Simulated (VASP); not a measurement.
The system is Se.

```
Se
1.0
     4.36620    0.00000    0.00000
    -2.18310    3.78124    0.00000
     0.00000    0.00000    4.95360
Se
3
Direct
  0.77460 0.77460 0.00000
  0.00000 0.22540 0.66667
  0.22540 0.00000 0.33333
```

Base run:

| Item | Value |
| --- | --- |
| Program | VASP 6.6.1 |
| Functional | PBEsol |
| Potentials or basis | VASP PAW PBE potentials, release 64 (Se) |
| Cutoff | 520 eV |
| k mesh | 7 × 7 × 6 |
| Occupations | fermi-dirac, width 0.05 eV |
| Spin | no spin polarisation |

Its results: band gap on the k mesh 1.14 eV, indirect (least direct gap 1.43 eV); pressure 0.4 GPa; largest force 0.333 eV/Å.

Task: After a change of settings the same cell gave: band gap on the k mesh 1.23 eV, indirect (least direct gap 1.46 eV); pressure 0.4 GPa; largest force 0.331 eV/Å. Which change was it?
A. functional from PBEsol to PBE-based screened hybrid; k mesh from 7 × 7 × 6 to 4 × 4 × 3
B. k mesh from 7 × 7 × 6 to 6 × 6 × 5
C. functional from PBEsol to PBE; k mesh from 7 × 7 × 6 to 6 × 6 × 5
D. dispersion from none to D3(BJ)

Result: B.

Caveats: the PAW data sets were made with another functional, which shifts forces and pressure a little.
